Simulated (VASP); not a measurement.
# WSe2 in VASP: single point with PBE

Aim: the single point of WSe2 with PBE.

Everything below comes from runs of VASP 6.6.1. Logs are shortened: lines on timing, memory, paths and dates and some standing lists are left out, and cuts for length are marked.

## 1. The cell of the first run

The cell holds a slab with vacuum, 3 atoms: a = 3.318 Å, b = 3.318 Å, c = 16.658 Å, α = 90.00°, β = 90.00°, γ = 120.00°.

## 2. Single point, PBE (one atom moved)

Contents of INCAR:

```
SYSTEM = WSe2
PREC = Accurate
ENCUT = 500
EDIFF = 1E-6
ISMEAR = 0
SIGMA = 0.02
LREAL = .FALSE.
LASPH = .TRUE.
NELM = 120
ALGO = Normal
ISIF = 2
LWAVE = .FALSE.
LCHARG = .FALSE.
GGA = PE
NBANDS = 20
GGA_COMPAT = .FALSE.
```

Contents of KPOINTS:

```
regular mesh
0
G
  9 9 2
  0 0 0
```

Contents of POSCAR:

```
WSe2
1.0
    3.3179375931      0.0000000000      0.0000000000
   -1.6589687966      2.8734182438      0.0000000000
    0.0000000000      0.0000000000     16.6581424200
W Se
1 2
Direct
    0.0000000000      0.0000000000      0.0000000000
    0.3333333300      0.6666666700      0.0997865200
    0.3800893514      0.6357279091      0.8996227779
```

Potentials or basis: VASP PAW PBE potentials, release 64 (W_sv, Se).

On the command line:

```sh
$ cat potpaw_PBE.64/W_sv/POTCAR potpaw_PBE.64/Se/POTCAR > POTCAR
$ mpirun -np 1 vasp_std > vasp.out
```

OUTCAR:

```text
SYSTEM = WSe2
   PREC = Accurate
   ENCUT = 500
   EDIFF = 1E-6
   ISMEAR = 0
   LREAL = .FALSE.
   LASPH = .TRUE.
   NELM = 120
   ISIF = 2
   GGA = PE

 ion  position               nearest neighbor table
   1  0.000  0.000  0.000-   3 2.45   3 2.49   2 2.54   2 2.54   2 2.54   3 2.72
   2  0.333  0.667  0.100-   1 2.54   1 2.54   1 2.54
   3  0.380  0.636  0.900-   1 2.45   1 2.49   1 2.72

  LATTYP: Found a hexagonal cell.
 ALAT       =     3.3179375931
 C/A-ratio  =     5.0206316281

  Lattice vectors:

 A1 = (   3.3179375931,   0.0000000000,   0.0000000000)
 A2 = (  -1.6589687966,   2.8734182438,   0.0000000000)
 A3 = (   0.0000000000,   0.0000000000,  16.6581424200)

Analysis of symmetry for initial positions (statically):
=====================================================================
 Subroutine PRICEL returns:
 Original cell was already a primitive cell.

 Routine SETGRP: Setting up the symmetry group for a
 hexagonal supercell.

 Subroutine GETGRP returns: Found  1 space group operations
 (whereof  1 operations were pure point group operations)
 out of a pool of 24 trial point group operations.

The static configuration has the point symmetry C_1 .

Analysis of symmetry for dynamics (positions and initial velocities):
=====================================================================
 Subroutine PRICEL returns:
 Original cell was already a primitive cell.

 Routine SETGRP: Setting up the symmetry group for a
 hexagonal supercell.

 Subroutine GETGRP returns: Found  1 space group operations
 (whereof  1 operations were pure point group operations)
 out of a pool of 24 trial point group operations.

The dynamic configuration has the point symmetry C_1 .

 Subroutine INISYM returns: Found  1 space group operations
 (whereof  1 operations are pure point group operations),
 and found     1 'primitive' translations

----------------------------------------------------------------------------------------

                                     Primitive cell

  volume of cell :     158.8158

  direct lattice vectors                    reciprocal lattice vectors
     3.317937593  0.000000000  0.000000000     0.301392046  0.174008779  0.000000000
    -1.658968797  2.873418244  0.000000000     0.000000000  0.348017558  0.000000000
     0.000000000  0.000000000 16.658142420     0.000000000  0.000000000  0.060030703

  length of vectors
     3.317937593  3.317937593 16.658142420     0.348017558  0.348017558  0.060030703

  position of ions in fractional coordinates (direct lattice)
[... 81 lines left out ...]
   EDIFF  = 0.1E-05   stopping-criterion for ELM
   LREAL  =      F    real-space projection
   EDIFFG = 0.1E-04   stopping-criterion for IOM
   NSW    =      0    number of steps for IOM
   IBRION =     -1    ionic relax: 0-MD 1-quasi-New 2-CG
   NFREE  =      0    steps in history (QN), initial steepest desc. (CG)
   ISIF   =      2    stress and relaxation
   ISYM   =      2    0-nonsym 1-usesym 2-fastsym
   POTIM  = 0.5000    time-step for ionic-motion
   TEBEG  =    0.0;   TEEND  =   0.0 temperature during run
   PSTRESS=    0.0 pullay stress
   NELECT =      26.0000    total number of electrons
   NUPDOWN=      -1.0000    fix difference up-down
   EMIN   =  10.00;   EMAX   =-10.00  energy-range for DOS
   EFERMI =   0.00;   METHOD = LEGACY
   ISMEAR =     0;   SIGMA  =   0.02  broadening in eV -4-tet -1-fermi 0-gaus
   EFERMI_NEDOS =   21; number of points for ismear=-14 and -15
   IALGO  =     38    algorithm
   IMIX   =      4    mixing-type and parameters
     AMIX     =   0.40;   BMIX     =  1.00
     AMIX_MAG =   1.60;   BMIX_MAG =  1.00
  volume/ion in A,a.u.               =      52.94       357.25
  Fermi-wavevector in a.u.,A,eV,Ry     =   0.895574  1.692389 10.912587  0.802053
  Thomas-Fermi vector in A             =   2.017923
   LORBIT       =      0    0 simple, 1 ext, 2 COOP (PROOUT), +10 PAW based schemes
   GGA     = PE    functional components
   LHFCALC =     F    Hartree Fock is set to
   AEXX    =    0.0000 exact exchange contribution
   IVDW    =     0    specifies the selected vdW correction
   LEPSILON=     F    determine dielectric tensor
   LRPA    =     F    only Hartree local field effects (RPA)
 non-spin polarized calculation
 Gauss-broadening in eV      SIGMA  =   0.02
  energy-cutoff  :      500.00
  volume of cell :      158.82
 maximum number of plane-waves:      4086
   NGX = 13   NGY = 13   NGZ = 61

 number of electron      25.9999994 magnetization

 Free energy of the ion-electron system (eV)
  ---------------------------------------------------
  ext. energy  EPLUGINS =         0.00000000
  ---------------------------------------------------
  free energy    TOTEN  =       -21.41881962 eV

  energy without entropy =      -21.41881962  energy(sigma->0) =      -21.41881962

 E-fermi :  -0.6798     XC(G=0):  -4.7787

 val. band max:       -0.8362369679   @ k =   0.3333   0.3333   0.5000
 cond. band min:       0.6633564911   @ k =   0.3333   0.3333   0.0000
 fundamental gap:      1.4995934590
 Fermi energy:        -0.6798117133

 k-point     1 :       0.0000    0.0000    0.0000
  band No.  band energies     occupation
      1     -74.9261      2.00000
      2     -39.1632      2.00000
      3     -39.0661      2.00000
      4     -39.0440      2.00000
      5     -15.6123      2.00000
      6     -14.3366      2.00000
[... 541 lines left out ...]
     19       6.0387      0.00000
     20       6.4777      0.00000

 [... further k-points ...]

------------------------ aborting loop because EDIFF is reached ----------------------------------------

  FORCE on cell =-STRESS in cart. coord.  units (eV):
  Direction    XX          YY          ZZ          XY          YZ          ZX
  --------------------------------------------------------------------------------------
  -------------------------------------------------------------------------------------
  Total        0.3451308      0.9955499      1.6204192      0.7422646     -0.8528525      2.4748462
  in kB        3.4817744     10.0433819     16.3472359      7.4881699     -8.6038119     24.9669319
  external PRESSURE =       9.9574641 kB  Pullay stress =       0.0000000 kB

 VOLUME and BASIS-vectors are now :
 -----------------------------------------------------------------------------
  energy-cutoff  :      500.00
  volume of cell :      158.82
      direct lattice vectors                 reciprocal lattice vectors
     3.317937593  0.000000000  0.000000000     0.301392046  0.174008779  0.000000000
    -1.658968797  2.873418244  0.000000000     0.000000000  0.348017558  0.000000000
     0.000000000  0.000000000 16.658142420     0.000000000  0.000000000  0.060030703

 POSITION                                       TOTAL-FORCE (eV/Angst)
 -----------------------------------------------------------------------------------
      0.00000      0.00000      0.00000         1.688813     -0.639968      0.291233
     -0.00000      1.91561      1.66226        -0.104632      0.065127      0.344035
      0.20646      1.82671     14.98604        -1.584181      0.574841     -0.635268
 -----------------------------------------------------------------------------------
    total drift:                                0.000019     -0.000009      0.000096

  FREE ENERGIE OF THE ION-ELECTRON SYSTEM (eV)
  ---------------------------------------------------
  free  energy   TOTEN  =       -21.4188196181 eV

  energy  without entropy=      -21.4188196181  energy(sigma->0) =      -21.41881962
```

Run time: 6.6 min. Hardware: 1 thread of Oxide Virtual Turin-like, shared host; peak memory 0.39 GiB.

What came out:

```
Free energy            : -21.4188 eV
Largest force          : 1.829 eV/Å
Band gap on the k mesh : 1.50 eV
```

Forces on the atoms (eV/Å):
```
W    1.689 -0.640  0.291
Se  -0.105  0.065  0.344
Se  -1.584  0.575 -0.635
```

Levels at points of the mesh, in eV from the valence-band top:
| k point | band 10 | band 11 | band 12 | band 13 | band 14 | band 15 | band 16 | band 17 |
| --- | --- | --- | --- | --- | --- | --- | --- | --- |
| (0.00, 0.00, 0.00) | -2.05 | -1.74 | -0.87 | -0.28 | 2.19 | 2.79 | 3.26 | 3.44 |
| (0.00, 0.00, 0.50) | -2.05 | -1.74 | -0.87 | -0.28 | 2.19 | 2.79 | 3.26 | 3.44 |

Caveat: the cell differs from its parent crystal (one atom moved); there is no dipole correction, which matters where the two faces differ; spin-orbit coupling is left out, which moves the levels of the heavy elements.
